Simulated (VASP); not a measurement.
# Si (a cell with a defect) in VASP: relaxation of the atoms with PBE+D3(BJ)

Aim: the relaxation of the atoms of Si (a cell with a defect) with PBE+D3(BJ).

Everything below comes from runs of VASP 6.6.1. Logs are shortened: lines on timing, memory, paths and dates and some standing lists are left out, and cuts for length are marked.

### 1 The cell of the first run

The cell holds a defect, 17 atoms: a = 7.679 Å, b = 7.679 Å, c = 7.679 Å, α = 60.00°, β = 60.00°, γ = 60.00°.

### 2 Relaxation of the atoms, PBE+D3(BJ)

INCAR reads:

```
SYSTEM = Si
ALGO = Normal
EDIFF = 1E-7
EDIFFG = -0.03
ENCUT = 520
GGA = PE
IBRION = 2
ISIF = 2
ISMEAR = 0
IVDW = 12
LASPH = .True.
LCHARG = .False.
LREAL = Auto
LWAVE = .False.
NELM = 60
NSW = 80
PREC = Accurate
SIGMA = 0.05
```

KPOINTS reads:

```
k-points
0
Gamma
  2 2 2
  0 0 0
```

POSCAR reads:

```
Si
1.0
    0.0000000000      5.4300000000      5.4300000000
    5.4300000000      0.0000000000      5.4300000000
    5.4300000000      5.4300000000      0.0000000000
Si
17
Direct
    0.0000000000      0.0000000000      0.0000000000
    0.1250000000      0.1250000000      0.1250000000
    0.0000000000      0.0000000000      0.5000000000
    0.1250000000      0.1250000000      0.6250000000
    0.0000000000      0.5000000000      0.0000000000
    0.1250000000      0.6250000000      0.1250000000
    0.0000000000      0.5000000000      0.5000000000
    0.1250000000      0.6250000000      0.6250000000
    0.5000000000      0.0000000000      0.0000000000
    0.6250000000      0.1250000000      0.1250000000
    0.5000000000      0.0000000000      0.5000000000
    0.6250000000      0.1250000000      0.6250000000
    0.5000000000      0.5000000000      0.0000000000
    0.6250000000      0.6250000000      0.1250000000
    0.5000000000      0.5000000000      0.5000000000
    0.6250000000      0.6250000000      0.6250000000
    0.2493447000      0.7467059000      0.7518810000
```

Potentials or basis: VASP PAW PBE potentials, release 64 (Si).

Started as:

```
cat potpaw_PBE.64/Si/POTCAR > POTCAR
mpirun -np 1 vasp_std > vasp.out
```

OUTCAR:

```text
SYSTEM = Si
   EDIFF = 1E-7
   EDIFFG = -0.03
   ENCUT = 520
   GGA = PE
   IBRION = 2
   ISIF = 2
   ISMEAR = 0
   IVDW = 12
   LASPH = .True.
   LREAL = Auto
   NELM = 60
   NSW = 80
   PREC = Accurate
 IVDW          = 12

 ion  position               nearest neighbor table
   1  0.000  0.000  0.000-   2 2.35   4 2.35   6 2.35  10 2.35  17 2.72
   2  0.125  0.125  0.125-   1 2.35   3 2.35   5 2.35   9 2.35
   3  0.000  0.000  0.500-   2 2.35   4 2.35   8 2.35  12 2.35  17 2.72
   4  0.125  0.125  0.625-   1 2.35   3 2.35   7 2.35  11 2.35  17 2.37
   5  0.000  0.500  0.000-   2 2.35   6 2.35   8 2.35  14 2.35  17 2.69
   6  0.125  0.625  0.125-  17 2.34   5 2.35   7 2.35  13 2.35   1 2.35
   7  0.000  0.500  0.500-   4 2.35   6 2.35   8 2.35  16 2.35
   8  0.125  0.625  0.625-  17 2.34   5 2.35   7 2.35  15 2.35   3 2.35
   9  0.500  0.000  0.000-   2 2.35  10 2.35  12 2.35  14 2.35
  10  0.625  0.125  0.125-   1 2.35   9 2.35  11 2.35  13 2.35
  11  0.500  0.000  0.500-   4 2.35  10 2.35  12 2.35  16 2.35  17 2.74
  12  0.625  0.125  0.625-   3 2.35   9 2.35  11 2.35  15 2.35
  13  0.500  0.500  0.000-   6 2.35  10 2.35  14 2.35  16 2.35  17 2.71
  14  0.625  0.625  0.125-   5 2.35   9 2.35  13 2.35  15 2.35
  15  0.500  0.500  0.500-   8 2.35  12 2.35  14 2.35  16 2.35  17 2.71
  16  0.625  0.625  0.625-   7 2.35  11 2.35  13 2.35  15 2.35  17 2.36
  17  0.249  0.747  0.752-   8 2.34   6 2.34  16 2.36   4 2.37   5 2.69  15 2.71  13 2.71   3 2.72
                             1 2.72  11 2.74

  LATTYP: Found a face centered cubic cell.
 ALAT       =    10.8600000000

  Lattice vectors:

 A1 = (   0.0000000000,   5.4300000000,   5.4300000000)
 A2 = (   5.4300000000,   0.0000000000,   5.4300000000)
 A3 = (   5.4300000000,   5.4300000000,   0.0000000000)

Analysis of symmetry for initial positions (statically):
=====================================================================
 Subroutine PRICEL returns:
 Original cell was already a primitive cell.

 Routine SETGRP: Setting up the symmetry group for a
 face centered cubic supercell.

 Subroutine GETGRP returns: Found  1 space group operations
 (whereof  1 operations were pure point group operations)
 out of a pool of 48 trial point group operations.

The static configuration has the point symmetry C_1 .

Analysis of symmetry for dynamics (positions and initial velocities):
=====================================================================
 Subroutine PRICEL returns:
 Original cell was already a primitive cell.

 Routine SETGRP: Setting up the symmetry group for a
 face centered cubic supercell.

 Subroutine GETGRP returns: Found  1 space group operations
 (whereof  1 operations were pure point group operations)
 out of a pool of 48 trial point group operations.

The dynamic configuration has the point symmetry C_1 .

 Subroutine INISYM returns: Found  1 space group operations
 (whereof  1 operations are pure point group operations),
 and found     1 'primitive' translations

----------------------------------------------------------------------------------------

                                     Primitive cell

  volume of cell :     320.2060

  direct lattice vectors                    reciprocal lattice vectors
     0.000000000  5.430000000  5.430000000    -0.092081031  0.092081031  0.092081031
     5.430000000  0.000000000  5.430000000     0.092081031 -0.092081031  0.092081031
     5.430000000  5.430000000  0.000000000     0.092081031  0.092081031 -0.092081031

  length of vectors
     7.679179644  7.679179644  7.679179644     0.159489025  0.159489025  0.159489025

  position of ions in fractional coordinates (direct lattice)
     0.000000000  0.000000000  0.000000000
     0.125000000  0.125000000  0.125000000
     0.000000000  0.000000000  0.500000000
     0.125000000  0.125000000  0.625000000
     0.000000000  0.500000000  0.000000000
     0.125000000  0.625000000  0.125000000
[... 9 lines left out ...]
     0.625000000  0.625000000  0.625000000
     0.249344700  0.746705900  0.751881000

  ion indices of the primitive-cell ions
   primitive index   ion index
                 1           1
                 2           2
                 3           3
                 4           4
                 5           5
                 6           6
[... 9 lines left out ...]
                16          16
                17          17

----------------------------------------------------------------------------------------

 KPOINTS: k-points

Automatic generation of k-mesh.
 Grid dimensions read from file:
 generate k-points for:    2    2    2

 Generating k-lattice:

  Cartesian coordinates                     Fractional coordinates (reciprocal lattice)
    -0.046040516  0.046040516  0.046040516     0.500000000  0.000000000  0.000000000
     0.046040516 -0.046040516  0.046040516     0.000000000  0.500000000  0.000000000
     0.046040516  0.046040516 -0.046040516     0.000000000  0.000000000  0.500000000

  Length of vectors
     0.079744512  0.079744512  0.079744512

  Shift w.r.t. Gamma in fractional coordinates (k-lattice)
     0.000000000  0.000000000  0.000000000

 Subroutine IBZKPT returns following result:
 ===========================================

 Found      8 irreducible k-points:

 Following reciprocal coordinates:
            Coordinates               Weight
  0.000000  0.000000  0.000000      1.000000
  0.500000  0.000000  0.000000      1.000000
  0.000000  0.500000  0.000000      1.000000
  0.000000  0.000000  0.500000      1.000000
  0.500000  0.500000  0.500000      1.000000
  0.500000  0.500000  0.000000      1.000000
  0.000000  0.500000  0.500000      1.000000
  0.500000  0.000000  0.500000      1.000000
   k-points           NKPTS =      8   k-points in BZ     NKDIM =      8   number of bands    NBANDS=     43
   number of dos      NEDOS =    301   number of ions     NIONS =     17
   total plane-waves  NPLWV = 216000
   dimension x,y,z NGX =    60 NGY =   60 NGZ =   60
   dimension x,y,z NGXF=   120 NGYF=  120 NGZF=  120
   ions per type =              17
   NGX,Y,Z   is equivalent  to a cutoff of  12.99, 12.99, 12.99 a.u.
   NGXF,Y,Z  is equivalent  to a cutoff of  25.98, 25.98, 25.98 a.u.
 SYSTEM =  Si
   PREC   = accura    normal or accurate (medium, high low for compatibility)
   ISTART =      0    job   : 0-new  1-cont  2-samecut
   ICHARG =      2    charge: 1-file 2-atom 10-const
   ISPIN  =      1    spin polarized calculation?
   LNONCOLLINEAR =      F non collinear calculations
   LSORBIT =      F    spin-orbit coupling
   LASPH  =      T    aspherical Exc in radial PAW
   ENCUT  =  520.0 eV  38.22 Ry    6.18 a.u.  14.28 14.28 14.28*2*pi/ulx,y,z
   NELM   =     60;   NELMIN=  2; NELMDL= -5     # of ELM steps
   EDIFF  = 0.1E-06   stopping-criterion for ELM
   LREAL  =      T    real-space projection
   EDIFFG = -.3E-01   stopping-criterion for IOM
   NSW    =     80    number of steps for IOM
   IBRION =      2    ionic relax: 0-MD 1-quasi-New 2-CG
   NFREE  =      1    steps in history (QN), initial steepest desc. (CG)
   ISIF   =      2    stress and relaxation
   ISYM   =      2    0-nonsym 1-usesym 2-fastsym
   POTIM  = 0.5000    time-step for ionic-motion
   TEBEG  =    0.0;   TEEND  =   0.0 temperature during run
   PSTRESS=    0.0 pullay stress
   NELECT =      68.0000    total number of electrons
   NUPDOWN=      -1.0000    fix difference up-down
   EMIN   =  10.00;   EMAX   =-10.00  energy-range for DOS
   EFERMI =   0.00;   METHOD = LEGACY
   ISMEAR =     0;   SIGMA  =   0.05  broadening in eV -4-tet -1-fermi 0-gaus
   EFERMI_NEDOS =   21; number of points for ismear=-14 and -15
   IALGO  =     38    algorithm
   IMIX   =      4    mixing-type and parameters
     AMIX     =   0.40;   BMIX     =  1.00
     AMIX_MAG =   1.60;   BMIX_MAG =  1.00
  volume/ion in A,a.u.               =      18.84       127.11
  Fermi-wavevector in a.u.,A,eV,Ry     =   0.976715  1.845724 12.979587  0.953973
  Thomas-Fermi vector in A             =   2.107356
   LORBIT       =      0    0 simple, 1 ext, 2 COOP (PROOUT), +10 PAW based schemes
   GGA     = PE    functional components
   LHFCALC =     F    Hartree Fock is set to
   AEXX    =    0.0000 exact exchange contribution
   IVDW    =    12    specifies the selected vdW correction
   LEPSILON=     F    determine dielectric tensor
   LRPA    =     F    only Hartree local field effects (RPA)
 conjugate gradient relaxation of ions
 non-spin polarized calculation
 Gauss-broadening in eV      SIGMA  =   0.05
  energy-cutoff  :      520.00
  volume of cell :      320.21
 maximum number of plane-waves:      8646
 NGX is ok and might be reduce to    60
   NGX = 29   NGY = 29   NGZ = 29

--------------------------------------- Ionic step        1  -------------------------------------------

 number of electron      68.0000003 magnetization

 Free energy of the ion-electron system (eV)
  ---------------------------------------------------
  ext. energy  EPLUGINS =         0.00000000
  ---------------------------------------------------
  free energy    TOTEN  =       -87.87466274 eV

  energy without entropy =      -87.86502146  energy(sigma->0) =      -87.86984210

------------------------ aborting loop because EDIFF is reached ----------------------------------------

 Edisp (eV)   -5.64459

 E8    (eV) :    -2.3350

  FORCE on cell =-STRESS in cart. coord.  units (eV):
  Direction    XX          YY          ZZ          XY          YZ          ZX
  --------------------------------------------------------------------------------------
  -------------------------------------------------------------------------------------
  Total       5.77272     5.77274     5.77679     0.27428     0.09587    -0.08274
  in kB      28.88427    28.88439    28.90463     1.37237     0.47967    -0.41401
  external pressure =       28.89 kB  Pullay stress =        0.00 kB
[... 256 lines left out ...]
  energy  without entropy=      -93.6291096239  energy(sigma->0) =      -93.63409150

--------------------------------------- Ionic step        6  -------------------------------------------

 number of electron      68.0000001 magnetization

 Free energy of the ion-electron system (eV)
  ---------------------------------------------------
  ext. energy  EPLUGINS =         0.00000000
  ---------------------------------------------------
  free energy    TOTEN  =       -87.99590724 eV

  energy without entropy =      -87.98595854  energy(sigma->0) =      -87.99093289

 E-fermi :   6.9098     XC(G=0):  -9.6742

 val. band max:        6.6761058953   @ k =   0.0000   0.0000   0.0000
 cond. band min:       6.9255007151   @ k =   0.0000   0.5000   0.5000
 fundamental gap:      0.2493948199
 Fermi energy:         6.9097893428

 k-point     1 :       0.0000    0.0000    0.0000
  band No.  band energies     occupation
      1      -6.3204      2.00000
      2      -3.7724      2.00000
      3      -3.6295      2.00000
      4      -3.6292      2.00000
      5      -3.6286      2.00000
      6      -2.8092      2.00000
[... 405 lines left out ...]
  FREE ENERGIE OF THE ION-ELECTRON SYSTEM (eV)
  ---------------------------------------------------
  free  energy   TOTEN  =       -93.6392883490 eV

  energy  without entropy=      -93.6293396531  energy(sigma->0) =      -93.63431400

 reached required accuracy - stopping structural energy minimisation
```

Run time: 19 min. Hardware: 1 thread of Oxide Virtual Turin-like, shared host; peak memory 0.51 GiB.

What came out:

```
Free energy                  : -93.6393 eV
Energy gained by relaxing    : 7.1 meV/atom
Ionic steps                  : 6
Pressure after relaxing      : 2.4 GPa
Largest force after relaxing : 0.010 eV/Å
Band gap on the k mesh       : zero (bands 34 and 35 overlap by 0.25 eV)
Dispersion energy per atom   : -0.332 eV
```

Forces on the atoms (eV/Å):
```
Si  -0.001  0.006 -0.005
Si   0.001 -0.001  0.001
Si  -0.006  0.001 -0.005
Si   0.007 -0.007  0.004
Si   0.000 -0.001  0.004
Si  -0.005 -0.001 -0.002
Si   0.000  0.000 -0.002
Si   0.002  0.005 -0.001
Si   0.001  0.000  0.001
Si  -0.001 -0.002  0.000
Si  -0.002  0.002  0.001
Si   0.002  0.001  0.000
Si   0.004 -0.003 -0.001
Si  -0.003  0.003 -0.002
Si   0.003 -0.004 -0.001
Si  -0.005  0.005 -0.002
Si   0.004 -0.003  0.009
```

Step by step:
| step | energy change (eV) | largest force (eV/Å) | pressure (GPa) |
| --- | --- | --- | --- |
| 1 | 0.0000 | 0.9395 | 2.89 |
| 2 | -0.1173 | 0.1090 | 2.40 |
| 3 | -0.1180 | 0.0913 | 2.37 |
| 4 | -0.1196 | 0.0379 | 2.38 |
| 5 | -0.1198 | 0.0531 | 2.38 |
| 6 | -0.1200 | 0.0103 | 2.39 |

Final structure:
```xyz
17
Lattice="0.0000 5.4300 5.4300 5.4300 0.0000 5.4300 5.4300 5.4300 0.0000" Properties=species:S:1:pos:R:3 pbc="T T T"
Si    0.0319    5.4303    5.4296
Si    1.3525    1.3625    1.3619
Si    2.7147    8.1131    5.4296
Si    4.0928    4.0522    1.3780
Si    2.7149    5.4300    8.1122
Si    4.0977    1.3825    4.0477
Si    5.4282    8.1465    8.1401
Si    6.7624    4.0472    4.0475
Si    5.4301    8.1449    2.7152
Si    1.3529    4.0682    4.0677
Si    2.7148    5.4302    2.7466
Si    4.0768    6.7921    4.0676
Si    2.7150    2.7473    5.4297
Si    4.0776    4.0674    6.7923
Si    5.3976    5.4300    5.4297
Si    6.7649    6.8101    6.8105
Si    8.1424    5.4323    5.4228
```

Levels at points of the mesh, in eV from the Fermi level:
| k point | band 31 | band 32 | band 33 | band 34 | band 35 | band 36 | band 37 | band 38 |
| --- | --- | --- | --- | --- | --- | --- | --- | --- |
| (0.00, 0.00, 0.00) | -0.82 | -0.82 | -0.82 | -0.24 | -0.24 | -0.23 | 0.09 | 0.09 |
| (0.50, 0.00, 0.00) | -1.57 | -1.43 | -1.43 | -0.34 | 0.53 | 0.54 | 0.90 | 0.90 |
| (0.00, 0.50, 0.00) | -1.58 | -1.43 | -1.43 | -0.34 | 0.53 | 0.54 | 0.90 | 0.90 |
| (0.00, 0.00, 0.50) | -1.57 | -1.43 | -1.43 | -0.34 | 0.53 | 0.54 | 0.90 | 0.90 |
| (0.50, 0.50, 0.50) | -1.57 | -1.43 | -1.43 | -0.34 | 0.53 | 0.54 | 0.90 | 0.90 |
| (0.50, 0.50, 0.00) | -2.02 | -1.89 | -0.99 | 0.02 | 0.71 | 1.02 | 1.03 | 1.15 |
| (0.00, 0.50, 0.50) | -2.02 | -1.89 | -0.99 | 0.02 | 0.71 | 1.03 | 1.03 | 1.15 |
| (0.50, 0.00, 0.50) | -2.02 | -1.89 | -0.99 | 0.02 | 0.71 | 1.03 | 1.03 | 1.15 |

Caveat: the k points lie up to 0.50 Å⁻¹ apart.
